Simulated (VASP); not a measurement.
Write the native input for VASP 6.6.1 that does the following.

| Item | Value |
| --- | --- |
| Task | relaxation of cell and atoms |
| Functional | PBE |
| Potentials or basis | VASP PAW PBE potentials, release 64 (Hf_pv, Si) |
| Cutoff | 600 eV |
| k mesh | 10 × 10 × 8 |
| Occupations | gaussian, width 0.1 eV |
| Spin | no spin polarisation |
| Dipole correction | no |
| Further INCAR settings | ALGO = Normal; EDIFF = 1e-07; IBRION = 2; EDIFFG = -0.01; NSW = 100; ISIF = 3 |

The structure of Hf2Si3 lies in POSCAR:

```
Hf2Si3
1.0
    4.2802770711      0.0000000000      0.0000000000
    0.0000000000      4.2802770711      0.0000000000
    0.0000000000      0.0000000000      5.5138458839
Hf Si
2 3
Direct
    0.0000000000      0.5000000000      0.0000000000
    0.5000000000      0.0000000000      0.0000000000
    0.0000000000      0.0000000000      0.2985491513
    0.0000000000      0.0000000000      0.7014508487
    0.5000000000      0.5000000000      0.5000000000
```

The cell was built from a structure type or drawn by symmetry, and may not be a known phase.

The input as run:

INCAR

```
ALGO = Normal
EDIFF = 1E-7
EDIFFG = -0.01
ENCUT = 600
GGA = PE
IBRION = 2
ISIF = 3
ISMEAR = 0
LASPH = True
LCHARG = False
LREAL = False
LWAVE = False
NELM = 80
NSW = 100
PREC = Accurate
SIGMA = 0.1
```

KPOINTS

```
k-points
0
Gamma
  10 10 8
```

Potentials or basis: VASP PAW PBE potentials, release 64 (Hf_pv, Si).

The run is started by

```bash
$ cat potpaw_PBE.64/Hf_pv/POTCAR potpaw_PBE.64/Si/POTCAR > POTCAR
$ mpirun -np 1 vasp_std > vasp.out
```

It gave:

- Relaxed volume: 20.38 Å³/atom
- Relaxed cell: a = 4.677 Å, b = 4.677 Å, c = 4.658 Å, α = 90.00°, β = 90.00°, γ = 90.00°
- Space group after relaxing (to 0.1 Å): P4/mmm (No. 123)
- Energy gained by relaxing: 21.0 meV/atom
- Ionic steps: 34
- Pressure after relaxing: 0.0 GPa
- Band gap on the k mesh: zero (bands 16 and 17 overlap by 1.47 eV)

Caveat: a cell axis changed by over 15 % at a fixed basis, so the end point is rough; spin-orbit coupling is left out, which moves the levels of the heavy elements.

Run time: 38 min on 1 thread of Intel(R) Xeon(R) 6975P-C (Granite Rapids) (shared host), peak memory 0.44 GiB.
